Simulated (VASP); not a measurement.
Cu:

```
Cu
1.0
     0.00000    1.77302    1.77302
     1.77302    0.00000    1.77302
     1.77302    1.77302    0.00000
Cu
1
Direct
  0.00000 0.00000 0.00000
```

Program: VASP 6.6.1. Alike in all runs: task single point; no spin polarisation; cell as given; k mesh 12 × 12 × 12; cutoff (eV) 520; smearing fermi-dirac 0.06 eV.

Q: Order these runs on this cell by their pressure, lowest first.
A. level LDA; potentials or basis VASP PAW LDA potentials, release 64 (Cu)
B. level PBEsol; potentials or basis VASP PAW PBE potentials, release 64 (Cu)
C. level PBE; potentials or basis VASP PAW PBE potentials, release 64 (Cu)

A: A (-3.4 GPa), B (3.2 GPa), C (12.2 GPa).

Caveats: the PAW data sets were made with another functional, which shifts forces and pressure a little (some runs).
